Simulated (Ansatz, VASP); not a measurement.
One calculation of VAsF, two programs

The input INCAR:

```
SYSTEM = VAsF
ALGO = Normal
EDIFF = 1E-6
ENCUT = 520
GGA = PE
ISIF = 2
ISMEAR = -1
LASPH = .True.
LCHARG = .False.
LDAU = .True.
LDAUJ = 0 0 0
LDAUL = -1 -1 2
LDAUPRINT = 1
LDAUTYPE = 2
LDAUU = 0 0 4
LMAXMIX = 4
LREAL = .False.
LWAVE = .False.
NBANDS = 34
NELM = 150
PREC = Accurate
SIGMA = 0.1
```

Contents of KPOINTS:

```
k-points
0
Gamma
  5 5 3
  0 0 0
```

File POSCAR:

```
VAsF
1.0
    3.3284380000      0.0000000000      0.0000000000
    0.0000000000      3.3284380000      0.0000000000
    0.0000000000      0.0000000000      7.5317970000
As F V
2 2 2
Direct
    0.2500000000      0.2500000000      0.6117000000
    0.7500000000      0.7500000000      0.3883000000
    0.7500000000      0.2500000000      0.0000000000
    0.2500000000      0.7500000000      0.0000000000
    0.2500000000      0.2500000000      0.2558000000
    0.7500000000      0.7500000000      0.7442000000
```

Input for Ansatz:

```yaml
crystal:
  lattice:
    - [3.328438, 0.0, 0.0]
    - [0.0, 3.328438, 0.0]
    - [0.0, 0.0, 7.531797]
  atoms:
    - { symbol: As, position: [0.25, 0.25, 0.6117] }
    - { symbol: As, position: [0.75, 0.75, 0.3883] }
    - { symbol: F, position: [0.75, 0.25, 0.0] }
    - { symbol: F, position: [0.25, 0.75, 0.0] }
    - { symbol: V, position: [0.25, 0.25, 0.2558] }
    - { symbol: V, position: [0.75, 0.75, 0.7442] }
  symmetry: { tolerance: 0.0003 }
kpoints:
  mp_grid: { grid: [5, 5, 3], shift: [0, 0, 0] }
magnetization:
  spin_polarized: false
scf:
  occupations: { method: fermi_dirac }
hamiltonian:
  pseudopotentials: { kind: paw }
  xc: pbe
  hubbard: { sites: [{ species: V, l: d, u_eff: 4.0 }], double_counting: fll }
basis:
  ecutwfc: 420
output:
  forces: true
  stress: true
  eigenvalues: true
```

Alike in both runs: task single point; functional PBE; k mesh 5 × 5 × 3; no spin polarisation; Hubbard terms V d U = 4.0 eV.

```csv
,VASP,Ansatz
version,VASP 6.6.1,Ansatz 0.2.0
potentials or method,"VASP PAW PBE potentials, release 64 (As, F, V_sv), cutoff 520 eV",PAW plane waves
occupations,"fermi-dirac, width 0.1 eV",fermi-dirac
valence electrons in the cell,50,70
```

|  | VASP | Ansatz | Ansatz less VASP |
| --- | --- | --- | --- |
| gap on the k mesh at the Fermi level (eV) | none | none | - |
| pressure (GPa) | -2.1 | 0.0 | +2.07 |
| traceless stress, the component that is largest in VASP (GPa) | -22.53 | -23.77 | -1.242 |
| rms of the force components (eV/Å) | 1.268 | 1.388 | +0.1196 |

The programs project onto different local orbitals, so the same U acts differently, and such runs can settle in different states. Atom by atom the forces differ by 0.120 eV/Å (rms over components). A gap of «none» marks a metal or a gap that the smearing closes. VASP's potentials hold 50 valence electrons a cell and Ansatz's 70, so a difference there can come from the potentials and not from the codes. Ansatz's warnings: filled band counts differ across k points.

The k mesh is coarse, so the values compare programs but aren't converged.
